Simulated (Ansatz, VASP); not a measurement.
## One calculation of NaBeF3, two programs

```xyz
10
Lattice="2.9139 0.0000 0.0000 0.0000 5.2412 0.0000 0.0000 0.0000 9.7544" Properties=species:S:1:pos:R:3 pbc="T T T"
Na    0.0000    0.9237    8.8287
Na    0.0000    4.3175    3.9514
Be    1.4570    1.6714    2.1332
Be    1.4570    3.5698    7.0104
F     0.0000    2.4612    2.5194
F     0.0000    2.7800    7.3966
F     1.4570    0.4033    2.9656
F     1.4570    4.8379    7.8428
F     1.4570    1.5007    0.6286
F     1.4570    3.7405    5.5058
```

Change from the starting cell: relaxed end of: species swapped into the HoBRh3 type (Pm-3m, No. 221).

Alike in both runs: functional PBE; k mesh 8 × 4 × 4; occupations gaussian, width 0.02 eV; no spin polarisation.

Ansatz relaxed the structure, and its values are those at the end. VASP's run is a single point on that final structure, the one shown.

|  | VASP | Ansatz |
| --- | --- | --- |
| version | VASP 6.6.1 | Ansatz 0.2.0 |
| potentials or method | VASP PAW PBE potentials, release 64 (Na_pv, Be, F), cutoff 520 eV | scalar-relativistic, plane waves, PAW |
| valence electrons in the cell | 60 | 64 |

```csv
,VASP,Ansatz,Ansatz less VASP
gap on the k mesh at the Fermi level (eV),6.71,6.72,+0.013
least direct gap on the mesh (eV),6.71,6.72,+0.012
pressure (GPa),0.0,0.0,+0.03
rms of the force components (eV/Å),0.014,0.002,-0.0121
```

With one functional, cell and mesh, what is left measures potentials, basis and numerics. VASP's potentials hold 60 valence electrons a cell and Ansatz's 64, so a difference there can come from the potentials and not from the codes.
